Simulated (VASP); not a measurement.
# Al (P6/mmm) in VASP: settings compared

Al is run at these levels: r2SCANh, r2SCAN50, r2SCAN+rVV10, HSE06; tasks: single point, relaxation of cell and atoms.

Program: VASP 6.6.1. These are calculated values, not measurements. Logs are shortened: lines on timing, memory, paths and dates and some standing lists are left out, and cuts for length are marked.

### 1 The cell of the first run

The structure is hexagonal, space group P6/mmm (No. 191). The conventional cell has a = 4.547 Å, b = 4.547 Å, c = 2.754 Å, α = 90.00°, β = 90.00°, γ = 120.00°. Al (site symmetry -6m2) has 5 Al at 2.63 to 2.75 Å within 3.5 Å.

This isn't the form of Al at room conditions, which is fcc.

### 2 Single point, r2SCANh

POSCAR

```
Al
1.0
    4.5467300000      0.0000000000      0.0000000000
   -2.2733700000      3.9375800000      0.0000000000
    0.0000000000      0.0000000000      2.7539300000
Al
2
Direct
    0.3333300000      0.6666700000      0.5000000000
    0.6666700000      0.3333300000      0.5000000000
```

INCAR.step1

```
SYSTEM = Al
  ALGO = Normal
  EDIFF = 1E-5
  ENCUT = 520
  GGA = PE
  ISIF = 2
  ISMEAR = -1
  LASPH = .True.
  LCHARG = .False.
  LREAL = .False.
  LWAVE = .True.
  NBANDS = 10
  NELM = 100
  PREC = Accurate
  SIGMA = 0.05
```

INCAR.step2

```
SYSTEM = Al
  AEXX = 0.1
  ALGO = Normal
  EDIFF = 1E-6
  ENCUT = 520
  ISIF = 2
  ISMEAR = -1
  ISTART = 1
  LASPH = .True.
  LCHARG = .False.
  LHFCALC = .True.
  LMIXTAU = .True.
  LREAL = .False.
  LWAVE = .False.
  METAGGA = R2SCAN
  NBANDS = 10
  NELM = 100
  PREC = Accurate
  PRECFOCK = Normal
  SIGMA = 0.05
```

KPOINTS

```
k-points
0
Gamma
  4 4 5
  0 0 0
```

Potentials or basis: VASP PAW PBE potentials, release 64 (Al).

Started as:

```sh
> cat potpaw_PBE.64/Al/POTCAR > POTCAR
> cp INCAR.step1 INCAR
> mpirun -np 1 vasp_std > vasp.out
> cp INCAR.step2 INCAR
> mpirun -np 1 vasp_std > vasp.out
```

OUTCAR:

```text
SYSTEM = Al
   AEXX = 0.1
   EDIFF = 1E-6
   ENCUT = 520
   ISIF = 2
   ISMEAR = -1
   ISTART = 1
   LASPH = .True.
   LHFCALC = .True.
   LREAL = .False.
   METAGGA = R2SCAN
   NELM = 100
   PREC = Accurate
   PRECFOCK = Normal

 ion  position               nearest neighbor table
   1  0.333  0.667  0.500-   2 2.63   2 2.63   2 2.63
   2  0.667  0.333  0.500-   1 2.63   1 2.63   1 2.63

  LATTYP: Found a hexagonal cell.
 ALAT       =     4.5467300000
 C/A-ratio  =     0.6056946421

  Lattice vectors:

 A1 = (   4.5467300000,   0.0000000000,   0.0000000000)
 A2 = (  -2.2733700000,   3.9375800000,   0.0000000000)
 A3 = (   0.0000000000,   0.0000000000,   2.7539300000)

Analysis of symmetry for initial positions (statically):
=====================================================================
 Subroutine PRICEL returns:
 Original cell was already a primitive cell.

 Routine SETGRP: Setting up the symmetry group for a
 hexagonal supercell.

 Subroutine GETGRP returns: Found  8 space group operations
 (whereof  8 operations were pure point group operations)
 out of a pool of 24 trial point group operations.

The static configuration has the point symmetry D_2h.

Analysis of symmetry for dynamics (positions and initial velocities):
=====================================================================
 Subroutine PRICEL returns:
 Original cell was already a primitive cell.

 Routine SETGRP: Setting up the symmetry group for a
 hexagonal supercell.

 Subroutine GETGRP returns: Found  8 space group operations
 (whereof  8 operations were pure point group operations)
 out of a pool of 24 trial point group operations.

The dynamic configuration has the point symmetry D_2h.

 Subroutine INISYM returns: Found  8 space group operations
 (whereof  8 operations are pure point group operations),
 and found     1 'primitive' translations

----------------------------------------------------------------------------------------

                                     Primitive cell

  volume of cell :      49.3039

  direct lattice vectors                    reciprocal lattice vectors
     4.546730000  0.000000000  0.000000000     0.219938285  0.126981826  0.000000000
    -2.273370000  3.937580000  0.000000000     0.000000000  0.253963094  0.000000000
     0.000000000  0.000000000  2.753930000     0.000000000  0.000000000  0.363117436

  length of vectors
     4.546730000  4.546729309  2.753930000     0.253963056  0.253963094  0.363117436

  position of ions in fractional coordinates (direct lattice)
     0.333330000  0.666670000  0.500000000
     0.666670000  0.333330000  0.500000000

  ion indices of the primitive-cell ions
   primitive index   ion index
                 1           1
                 2           2

----------------------------------------------------------------------------------------

 KPOINTS: k-points

Automatic generation of k-mesh.
 Grid dimensions read from file:
 generate k-points for:    4    4    5

 Generating k-lattice:

  Cartesian coordinates                     Fractional coordinates (reciprocal lattice)
     0.054984571  0.031745457  0.000000000     0.250000000  0.000000000  0.000000000
     0.000000000  0.063490774  0.000000000     0.000000000  0.250000000  0.000000000
     0.000000000  0.000000000  0.072623487     0.000000000  0.000000000  0.200000000

  Length of vectors
     0.063490764  0.063490774  0.072623487

  Shift w.r.t. Gamma in fractional coordinates (k-lattice)
     0.000000000  0.000000000  0.000000000

 Subroutine IBZKPT returns following result:
 ===========================================

 Found     21 irreducible k-points:

 Following reciprocal coordinates:
            Coordinates               Weight
  0.000000  0.000000  0.000000      1.000000
  0.250000 -0.000000  0.000000      4.000000
 -0.250000  0.250000  0.000000      2.000000
  0.500000 -0.000000  0.000000      2.000000
  0.500000  0.500000  0.000000      1.000000
  0.250000  0.250000  0.000000      2.000000
[... 13 lines left out ...]
  0.250000  0.250000  0.400000      4.000000
 -0.250000  0.500000  0.400000      8.000000
   k-points           NKPTS =     21   k-points in BZ     NKDIM =     80   number of bands    NBANDS=     10
   number of dos      NEDOS =    301   number of ions     NIONS =      2
   total plane-waves  NPLWV =  25920
   dimension x,y,z NGX =    36 NGY =   36 NGZ =   20
   dimension x,y,z NGXF=    72 NGYF=   72 NGZF=   40
   ions per type =               2
   NGX,Y,Z   is equivalent  to a cutoff of  13.16, 13.16, 12.07 a.u.
   NGXF,Y,Z  is equivalent  to a cutoff of  26.33, 26.33, 24.15 a.u.
 SYSTEM =  Al
   PREC   = accura    normal or accurate (medium, high low for compatibility)
   ISTART =      1    job   : 0-new  1-cont  2-samecut
   ICHARG =      0    charge: 1-file 2-atom 10-const
   ISPIN  =      1    spin polarized calculation?
   LNONCOLLINEAR =      F non collinear calculations
   LSORBIT =      F    spin-orbit coupling
   LASPH  =      T    aspherical Exc in radial PAW
   ENCUT  =  520.0 eV  38.22 Ry    6.18 a.u.   8.45  8.45  5.12*2*pi/ulx,y,z
   NELM   =    100;   NELMIN=  2; NELMDL=  0     # of ELM steps
   EDIFF  = 0.1E-05   stopping-criterion for ELM
   LREAL  =      F    real-space projection
   EDIFFG = 0.1E-04   stopping-criterion for IOM
   NSW    =      0    number of steps for IOM
   IBRION =     -1    ionic relax: 0-MD 1-quasi-New 2-CG
   NFREE  =      0    steps in history (QN), initial steepest desc. (CG)
   ISIF   =      2    stress and relaxation
   ISYM   =      3    0-nonsym 1-usesym 2-fastsym
   POTIM  = 0.5000    time-step for ionic-motion
   TEBEG  =    0.0;   TEEND  =   0.0 temperature during run
   PSTRESS=    0.0 pullay stress
   NELECT =       6.0000    total number of electrons
   NUPDOWN=      -1.0000    fix difference up-down
   EMIN   =  10.00;   EMAX   =-10.00  energy-range for DOS
   EFERMI =   0.00;   METHOD = LEGACY
   ISMEAR =    -1;   SIGMA  =   0.05  broadening in eV -4-tet -1-fermi 0-gaus
   EFERMI_NEDOS =   21; number of points for ismear=-14 and -15
   IALGO  =     38    algorithm
   IMIX   =      1    mixing-type and parameters
     AMIX     =   0.40;   BMIX     =  1.00
     AMIX_MAG =   1.60;   BMIX_MAG =  1.00
  volume/ion in A,a.u.               =      24.65       166.36
  Fermi-wavevector in a.u.,A,eV,Ry     =   0.811269  1.533076  8.954770  0.658157
  Thomas-Fermi vector in A             =   1.920597
   LORBIT       =      0    0 simple, 1 ext, 2 COOP (PROOUT), +10 PAW based schemes
   METAGGA = R2SCAN    functional components
   LHFCALC =     T    Hartree Fock is set to
   PRECFOCK=normal    Normal, Fast or Accurate (Low or Medium for compatibility)
   ENCUT4O =  -1.0   cutoff for four orbital integrals eV
   NKREDX  =     1    reduce k-point grid by
   NKREDY  =     1    reduce k-point grid by
   NKREDZ  =     1    reduce k-point grid by
   AEXX    =    0.1000 exact exchange contribution
   HFSCREEN=    0.0000 screening length (either q_TF or 0.3 A-1)
   HFSCREENC=   0.0000 screening length for correlation (either q_TF or 0.3 A-1)
   ENCUTFOCK=  -1.0 apply spherical cutoff to Coloumb kernel
   IVDW    =     0    specifies the selected vdW correction
   LEPSILON=     F    determine dielectric tensor
   LRPA    =     F    only Hartree local field effects (RPA)
 non-spin polarized calculation
  energy-cutoff  :      520.00
  volume of cell :       49.30
 maximum number of plane-waves:      1354
 NGX is ok and might be reduce to    36
  NGX = 28; NGY = 28; NGZ = 16

 number of electron       6.0000000 magnetization

 Free energy of the ion-electron system (eV)
  ---------------------------------------------------
  ext. energy  EPLUGINS =         0.00000000
  ---------------------------------------------------
  free energy    TOTEN  =       -12.20758753 eV

  energy without entropy =      -12.20258971  energy(sigma->0) =      -12.20508862

 E-fermi :   3.7434     XC(G=0):  -8.1434

 val. band max:        3.5353983638   @ k =   0.0000   0.0000   0.2000
 cond. band min:       3.8594107270   @ k =  -0.2500   0.5000   0.4000
 fundamental gap:      0.3240123632
 Fermi energy:         3.7434003914

 k-point     1 :       0.0000    0.0000    0.0000
  band No.  band energies     occupation
      1      -5.9533      2.00000
      2       2.7472      2.00000
      3       2.7474      2.00000
      4       3.5128      1.98031
      5       6.5358      0.00000
      6       6.5360      0.00000
      7      10.0638      0.00000
      8      14.3004      0.00000
      9      14.8173      0.00000
     10      21.2100      0.00000

 k-point     2 :       0.2500   -0.0000    0.0000
  band No.  band energies     occupation
      1      -5.3795      2.00000
      2      -0.4469      2.00000
      3       2.0357      2.00000
      4       4.8628      0.00000
      5       7.9550      0.00000
      6       8.4340      0.00000
      7      12.7128      0.00000
      8      14.7625      0.00000
      9      14.8072      0.00000
     10      17.6266      0.00000

 k-point     3 :      -0.2500    0.2500    0.0000
  band No.  band energies     occupation
      1      -5.3795      2.00000
      2      -0.4468      2.00000
      3       2.0356      2.00000
      4       4.8627      0.00000
      5       7.9550      0.00000
      6       8.4341      0.00000
      7      12.7128      0.00000
      8      14.7625      0.00000
      9      14.8073      0.00000
     10      17.6266      0.00000

 k-point     4 :       0.5000   -0.0000    0.0000
  band No.  band energies     occupation
      1      -4.2049      2.00000
      2      -2.6893      2.00000
      3       1.5654      2.00000
      4       4.3532      0.00001
      5      11.7684      0.00000
      6      12.1605      0.00000
      7      12.2704      0.00000
      8      12.5879      0.00000
      9      15.6840      0.00000
     10      16.9877      0.00000

 k-point     5 :       0.5000    0.5000    0.0000
  band No.  band energies     occupation
      1      -4.2050      2.00000
      2      -2.6891      2.00000
      3       1.5653      2.00000
      4       4.3532      0.00001
      5      11.7683      0.00000
      6      12.1607      0.00000
      7      12.2704      0.00000
      8      12.5880      0.00000
      9      15.6839      0.00000
     10      16.9880      0.00000

 k-point     6 :       0.2500    0.2500    0.0000
  band No.  band energies     occupation
      1      -4.3155      2.00000
      2      -2.2885      2.00000
      3       0.5023      2.00000
      4       7.2379      0.00000
      5       7.4858      0.00000
      6      11.7487      0.00000
      7      12.8051      0.00000
      8      15.3515      0.00000
      9      15.6101      0.00000
     10      17.2289      0.00000
[... 144 lines left out ...]
 k-point    18 :       0.5000   -0.0000    0.4000
  band No.  band energies     occupation
      1      -0.8432      2.00000
      2       0.6367      2.00000
      3       3.3155      1.99962
      4       4.8268      0.00000
      5       4.8615      0.00000
      6       7.9771      0.00000
      7       9.8478      0.00000
      8      11.6581      0.00000
      9      15.0488      0.00000
     10      15.2090      0.00000

 k-point    19 :       0.5000    0.5000    0.4000
  band No.  band energies     occupation
      1      -0.8433      2.00000
      2       0.6370      2.00000
      3       3.3154      1.99962
      4       4.8267      0.00000
      5       4.8617      0.00000
      6       7.9770      0.00000
      7       9.8478      0.00000
      8      11.6579      0.00000
      9      15.0488      0.00000
     10      15.2092      0.00000

 k-point    20 :       0.2500    0.2500    0.4000
  band No.  band energies     occupation
      1      -0.9553      2.00000
      2       1.0527      2.00000
      3       3.1782      1.99998
      4       3.8596      0.17837
      5       5.2663      0.00000
      6       8.7262      0.00000
      7      10.6192      0.00000
      8      10.8894      0.00000
      9      14.2786      0.00000
     10      14.6118      0.00000

 k-point    21 :      -0.2500    0.5000    0.4000
  band No.  band energies     occupation
      1      -0.9554      2.00000
      2       1.0529      2.00000
      3       3.1782      1.99998
      4       3.8594      0.17893
      5       5.2665      0.00000
      6       8.7261      0.00000
      7      10.6190      0.00000
      8      10.8896      0.00000
      9      14.2787      0.00000
     10      14.6117      0.00000

------------------------ aborting loop because EDIFF is reached ----------------------------------------

  FORCE on cell =-STRESS in cart. coord.  units (eV):
  Direction    XX          YY          ZZ          XY          YZ          ZX
  --------------------------------------------------------------------------------------
  -------------------------------------------------------------------------------------
  Total       -0.3149020     -0.3146288      0.3793976      0.0002365      0.0000000      0.0000000
  in kB      -10.2330380    -10.2241603     12.3288817      0.0076848      0.0000000      0.0000000
  external PRESSURE =      -2.7094389 kB  Pullay stress =       0.0000000 kB

 VOLUME and BASIS-vectors are now :
 -----------------------------------------------------------------------------
  energy-cutoff  :      520.00
  volume of cell :       49.30
      direct lattice vectors                 reciprocal lattice vectors
     4.546730000  0.000000000  0.000000000     0.219938285  0.126981826  0.000000000
    -2.273370000  3.937580000  0.000000000     0.000000000  0.253963094  0.000000000
     0.000000000  0.000000000  2.753930000     0.000000000  0.000000000  0.363117436

 POSITION                                       TOTAL-FORCE (eV/Angst)
 -----------------------------------------------------------------------------------
     -0.00003      2.62507      1.37696         0.000242     -0.000140      0.000000
      2.27339      1.31251      1.37696        -0.000242      0.000140      0.000000
 -----------------------------------------------------------------------------------
    total drift:                               -0.000000     -0.000000     -0.000000

  FREE ENERGIE OF THE ION-ELECTRON SYSTEM (eV)
  ---------------------------------------------------
  free  energy   TOTEN  =       -12.2075875334 eV

  energy  without entropy=      -12.2025897060  energy(sigma->0) =      -12.20508862
```

Run time: 15 min. Hardware: 1 thread of Intel Xeon 8259CL, shared host; peak memory 0.18 GiB.

What came out:

```
Free energy            : -12.2076 eV
Pressure               : -0.3 GPa
Band gap on the k mesh : zero (bands 3 and 4 overlap by 2.40 eV)
```

Stress tensor (GPa, compression positive):
```
-1.02  0.00  0.00
 0.00 -1.02  0.00
 0.00  0.00  1.23
```

Caveat: the k points lie up to 0.46 Å⁻¹ apart, too coarse for converged energies and pressures of a metal; the PAW data sets were made with another functional, which shifts forces and pressure a little.

(Continued in part 2 of 2.)

The gap in the log of VASP goes by the Fermi energy; the results here count the filled bands.